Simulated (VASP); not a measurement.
# Ba3PrBr (P6/mmm) in VASP: relaxation of cell and atoms with PBE

Aim: the relaxation of cell and atoms of Ba3PrBr with PBE.

All numbers are computed with VASP 6.6.1; they aren't measurements. Logs are shortened: lines on timing, memory, paths and dates and some standing lists are left out, and cuts for length are marked.

## (1) The cell of the first run

It takes space group P6/mmm (No. 191, hexagonal). The conventional cell has a = 8.387 Å, b = 8.387 Å, c = 5.693 Å, α = 90.00°, β = 90.00°, γ = 120.00°. Ba (site symmetry mmm) has 6 Ba at 4.19 to 5.69 Å and 2 Pr at 4.19 Å and 4 Br at 5.07 Å within 5.7 Å. Pr (site symmetry 6/mmm) has 2 Br at 2.85 Å within 3.8 Å. Br (site symmetry 6/mmm) has 2 Pr at 2.85 Å within 3.8 Å.

The cell was generated, and may not be a known phase.

## (2) Relaxation of cell and atoms, PBE

File INCAR:

```
ALGO = Normal ; EDIFF = 1E-7
EDIFFG = -0.01 ; ENCUT = 500
GGA = PE ; GGA_COMPAT = False
IBRION = 2 ; ISIF = 3
ISMEAR = 0 ; LASPH = True
LCHARG = False ; LMAXMIX = 6
LREAL = False ; LWAVE = False
NELM = 200 ; NELMIN = 4
NSW = 100 ; PREC = Accurate
SIGMA = 0.1
```

File KPOINTS:

```
k-points
0
Gamma
  6 6 8
```

File POSCAR:

```
Ba3PrBr
1.0
    8.3870837175      0.0000000000      0.0000000000
   -4.1935418588      7.2634275630      0.0000000000
    0.0000000000      0.0000000000      5.6927357392
Ba Pr Br
3 1 1
Direct
    0.5000000000      0.0000000000      0.0000000000
    0.0000000000      0.5000000000      0.0000000000
    0.5000000000      0.5000000000      0.0000000000
    0.0000000000      0.0000000000      0.0000000000
    0.0000000000      0.0000000000      0.5000000000
```

Potentials or basis: VASP PAW PBE potentials, release 64 (Ba_sv, Pr_3, Br), 4f in core.

On the command line:

```console
cat potpaw_PBE.64/Ba_sv/POTCAR potpaw_PBE.64/Pr_3/POTCAR potpaw_PBE.64/Br/POTCAR > POTCAR
mpirun -np 1 vasp_std > vasp.out
```

OUTCAR:

```text
EDIFF = 1E-7
   EDIFFG = -0.01
   ENCUT = 500
   GGA = PE
   IBRION = 2
   ISIF = 3
   ISMEAR = 0
   LASPH = True
   LREAL = False
   NELM = 200
   NELMIN = 4
   NSW = 100
   PREC = Accurate

 ion  position               nearest neighbor table
   1  0.500  0.000  0.000-   2 4.19   2 4.19   4 4.19   4 4.19   3 4.19   3 4.19
   2  0.000  0.500  0.000-   1 4.19   1 4.19   3 4.19   3 4.19   4 4.19   4 4.19
   3  0.500  0.500  0.000-   4 4.19   4 4.19   2 4.19   2 4.19   1 4.19   1 4.19
   4  0.000  0.000  0.000-   5 2.85   5 2.85   3 4.19   3 4.19   1 4.19   1 4.19   2 4.19   2 4.19

   5  0.000  0.000  0.500-   4 2.85   4 2.85

  LATTYP: Found a hexagonal cell.
 ALAT       =     8.3870837175
 C/A-ratio  =     0.6787503179

  Lattice vectors:

 A1 = (   8.3870837175,   0.0000000000,   0.0000000000)
 A2 = (  -4.1935418588,   7.2634275630,   0.0000000000)
 A3 = (   0.0000000000,   0.0000000000,   5.6927357392)

Analysis of symmetry for initial positions (statically):
=====================================================================
 Subroutine PRICEL returns:
 Original cell was already a primitive cell.

 Routine SETGRP: Setting up the symmetry group for a
 hexagonal supercell.

 Subroutine GETGRP returns: Found 24 space group operations
 (whereof 24 operations were pure point group operations)
 out of a pool of 24 trial point group operations.

The static configuration has the point symmetry D_6h.

Analysis of symmetry for dynamics (positions and initial velocities):
=====================================================================
 Subroutine PRICEL returns:
 Original cell was already a primitive cell.

 Routine SETGRP: Setting up the symmetry group for a
 hexagonal supercell.

 Subroutine GETGRP returns: Found 24 space group operations
 (whereof 24 operations were pure point group operations)
 out of a pool of 24 trial point group operations.

The dynamic configuration has the point symmetry D_6h.

 Subroutine INISYM returns: Found 24 space group operations
 (whereof 24 operations are pure point group operations),
 and found     1 'primitive' translations

----------------------------------------------------------------------------------------

                                     Primitive cell

  volume of cell :     346.7956

  direct lattice vectors                    reciprocal lattice vectors
     8.387083717  0.000000000  0.000000000     0.119230955  0.068838024  0.000000000
    -4.193541859  7.263427563  0.000000000     0.000000000  0.137676048  0.000000000
     0.000000000  0.000000000  5.692735739     0.000000000  0.000000000  0.175662466

  length of vectors
     8.387083717  8.387083718  5.692735739     0.137676048  0.137676048  0.175662466

  position of ions in fractional coordinates (direct lattice)
     0.500000000  0.000000000  0.000000000
     0.000000000  0.500000000  0.000000000
     0.500000000  0.500000000  0.000000000
     0.000000000  0.000000000  0.000000000
     0.000000000  0.000000000  0.500000000

  ion indices of the primitive-cell ions
   primitive index   ion index
                 1           1
                 2           2
                 3           3
                 4           4
                 5           5

----------------------------------------------------------------------------------------

 KPOINTS: k-points

Automatic generation of k-mesh.
 Grid dimensions read from file:
 generate k-points for:    6    6    8

 Generating k-lattice:

  Cartesian coordinates                     Fractional coordinates (reciprocal lattice)
     0.019871826  0.011473004  0.000000000     0.166666667 -0.000000000  0.000000000
     0.000000000  0.022946008  0.000000000     0.000000000  0.166666667  0.000000000
     0.000000000  0.000000000  0.021957808     0.000000000  0.000000000  0.125000000

  Length of vectors
     0.022946008  0.022946008  0.021957808

  Shift w.r.t. Gamma in fractional coordinates (k-lattice)
     0.000000000  0.000000000  0.000000000

 Subroutine IBZKPT returns following result:
 ===========================================

 Found     35 irreducible k-points:

 Following reciprocal coordinates:
            Coordinates               Weight
  0.000000  0.000000  0.000000      1.000000
  0.166667 -0.000000  0.000000      6.000000
  0.333333 -0.000000  0.000000      6.000000
  0.500000  0.000000  0.000000      3.000000
  0.166667  0.166667  0.000000      6.000000
  0.333333  0.166667  0.000000     12.000000
[... 16 lines left out ...]
  0.166667 -0.000000  0.375000     12.000000
  0.333333 -0.000000  0.375000     12.000000
 [... further k-points ...]
   k-points           NKPTS =     35   k-points in BZ     NKDIM =     35   number of bands    NBANDS=     28
   number of dos      NEDOS =    301   number of ions     NIONS =      5
   total plane-waves  NPLWV = 172032
   dimension x,y,z NGX =    64 NGY =   64 NGZ =   42
   dimension x,y,z NGXF=   128 NGYF=  128 NGZF=   84
   ions per type =               3   1   1
   NGX,Y,Z   is equivalent  to a cutoff of  12.69, 12.69, 12.27 a.u.
   NGXF,Y,Z  is equivalent  to a cutoff of  25.37, 25.37, 24.53 a.u.
 SYSTEM =  unknown system
   PREC   = accura    normal or accurate (medium, high low for compatibility)
   ISTART =      0    job   : 0-new  1-cont  2-samecut
   ICHARG =      2    charge: 1-file 2-atom 10-const
   ISPIN  =      1    spin polarized calculation?
   LNONCOLLINEAR =      F non collinear calculations
   LSORBIT =      F    spin-orbit coupling
   LASPH  =      T    aspherical Exc in radial PAW
   ENCUT  =  500.0 eV  36.75 Ry    6.06 a.u.  15.29 15.29 10.38*2*pi/ulx,y,z
   NELM   =    200;   NELMIN=  4; NELMDL= -5     # of ELM steps
   EDIFF  = 0.1E-06   stopping-criterion for ELM
   LREAL  =      F    real-space projection
   EDIFFG = -.1E-01   stopping-criterion for IOM
   NSW    =    100    number of steps for IOM
   IBRION =      2    ionic relax: 0-MD 1-quasi-New 2-CG
   NFREE  =      1    steps in history (QN), initial steepest desc. (CG)
   ISIF   =      3    stress and relaxation
   ISYM   =      2    0-nonsym 1-usesym 2-fastsym
   POTIM  = 0.5000    time-step for ionic-motion
   TEBEG  =    0.0;   TEEND  =   0.0 temperature during run
   PSTRESS=    0.0 pullay stress
   NELECT =      48.0000    total number of electrons
   NUPDOWN=      -1.0000    fix difference up-down
   EMIN   =  10.00;   EMAX   =-10.00  energy-range for DOS
   EFERMI =   0.00;   METHOD = LEGACY
   ISMEAR =     0;   SIGMA  =   0.10  broadening in eV -4-tet -1-fermi 0-gaus
   EFERMI_NEDOS =   21; number of points for ismear=-14 and -15
   IALGO  =     38    algorithm
   IMIX   =      4    mixing-type and parameters
     AMIX     =   0.40;   BMIX     =  1.00
     AMIX_MAG =   1.60;   BMIX_MAG =  1.00
  volume/ion in A,a.u.               =      69.36       468.06
  Fermi-wavevector in a.u.,A,eV,Ry     =   0.846832  1.600281  9.757075  0.717125
  Thomas-Fermi vector in A             =   1.962242
   LORBIT       =      0    0 simple, 1 ext, 2 COOP (PROOUT), +10 PAW based schemes
   GGA     = PE    functional components
   LHFCALC =     F    Hartree Fock is set to
   AEXX    =    0.0000 exact exchange contribution
   IVDW    =     0    specifies the selected vdW correction
   LEPSILON=     F    determine dielectric tensor
   LRPA    =     F    only Hartree local field effects (RPA)
 conjugate gradient relaxation of ions
 non-spin polarized calculation
 Gauss-broadening in eV      SIGMA  =   0.10
  energy-cutoff  :      500.00
  volume of cell :      346.80
 maximum number of plane-waves:      8829
 NGX is ok and might be reduce to    64
   NGX = 31   NGY = 31   NGZ = 21

--------------------------------------- Ionic step        1  -------------------------------------------

 number of electron      47.9999999 magnetization

 Free energy of the ion-electron system (eV)
  ---------------------------------------------------
  ext. energy  EPLUGINS =         0.00000000
  ---------------------------------------------------
  free energy    TOTEN  =       -12.19716261 eV

  energy without entropy =      -12.15397682  energy(sigma->0) =      -12.17556971

------------------------ aborting loop because EDIFF is reached ----------------------------------------

  FORCE on cell =-STRESS in cart. coord.  units (eV):
  Direction    XX          YY          ZZ          XY          YZ          ZX
  --------------------------------------------------------------------------------------
  -------------------------------------------------------------------------------------
  Total        0.4051283      0.4051283     -0.2394620     -0.0000000     -0.0000000      0.0000000
  in kB        1.8716710      1.8716710     -1.1063019     -0.0000000     -0.0000000      0.0000000
  external PRESSURE =       0.8790134 kB  Pullay stress =       0.0000000 kB
[... 102 lines left out ...]
  energy  without entropy=      -12.1579466762  energy(sigma->0) =      -12.17933354

--------------------------------------- Ionic step        4  -------------------------------------------

 number of electron      47.9999997 magnetization

 Free energy of the ion-electron system (eV)
  ---------------------------------------------------
  ext. energy  EPLUGINS =         0.00000000
  ---------------------------------------------------
  free energy    TOTEN  =       -12.20088831 eV

  energy without entropy =      -12.15800088  energy(sigma->0) =      -12.17944459

 E-fermi :   1.1892     XC(G=0):  -6.5961

 val. band max:        1.1878057126   @ k =   0.0000   0.0000   0.3750
 cond. band min:       1.1940273645   @ k =   0.1667  -0.0000   0.0000
 fundamental gap:      0.0062216519
 Fermi energy:         1.1892351735

 k-point     1 :       0.0000    0.0000    0.0000
  band No.  band energies     occupation
      1     -36.4187      2.00000
      2     -28.1587      2.00000
      3     -28.1200      2.00000
      4     -28.1200      2.00000
      5     -18.6548      2.00000
      6     -18.2720      2.00000
[... 733 lines left out ...]
     27       1.6335      0.00000
     28       1.9205      0.00000

 [... further k-points ...]

------------------------ aborting loop because EDIFF is reached ----------------------------------------

  FORCE on cell =-STRESS in cart. coord.  units (eV):
  Direction    XX          YY          ZZ          XY          YZ          ZX
  --------------------------------------------------------------------------------------
  -------------------------------------------------------------------------------------
  Total        0.0019391      0.0019391      0.0083482     -0.0000000      0.0000000      0.0000000
  in kB        0.0088362      0.0088362      0.0380407     -0.0000000      0.0000000      0.0000000
  external PRESSURE =       0.0185711 kB  Pullay stress =       0.0000000 kB
[... 20 lines left out ...]
  FREE ENERGIE OF THE ION-ELECTRON SYSTEM (eV)
  ---------------------------------------------------
  free  energy   TOTEN  =       -12.2008883080 eV

  energy  without entropy=      -12.1580008793  energy(sigma->0) =      -12.17944459

 reached required accuracy - stopping structural energy minimisation
```

Wall time 9.2 min (1 thread of Intel Xeon 6975P-C (Granite Rapids), shared host); peak memory 0.67 GiB.

Results:

```yaml
Free_energy: -12.2009 eV
Relaxed_volume: 70.32 Å³/atom
Relaxed_cell: a = 8.457 Å, b = 8.457 Å, c = 5.676 Å, α = 90.00°, β = 90.00°, γ = 120.00°
Space_group_after_relaxing_to_0.1_Å: P6/mmm (No. 191)
Energy_gained_by_relaxing: 0.7 meV/atom
Ionic_steps: 4
Pressure_after_relaxing: 0.0 GPa
Band_gap_on_the_k_mesh: zero (bands 24 and 25 overlap by 0.54 eV)
```

The path:
```
step  energy change (eV)  largest force (eV/Å)  pressure (GPa)  volume (Å³)
   1              0.0000                0.0000            0.09       346.80
   2             -0.0027                0.0000            0.06       348.70
   3             -0.0036                0.0000            0.04       350.45
   4             -0.0037                0.0000            0.00       351.60
```

Final structure:
```
Ba Pr Br
1.0
     8.45717    0.00000    0.00000
    -4.22858    7.32412    0.00000
     0.00000    0.00000    5.67638
Ba Pr Br
3 1 1
Cartesian
  0.0000 7.3241 5.6764
  6.3429 3.6621 0.0000
  2.1143 3.6621 5.6764
  0.0000 0.0000 0.0000
  8.4572 0.0000 2.8382
```

Caveat: spin-orbit coupling is left out, which moves the levels of the heavy elements; the 4f electrons are frozen in the core, so they carry no moment and show no levels; the run has no spin polarisation, though such a crystal can be magnetic.
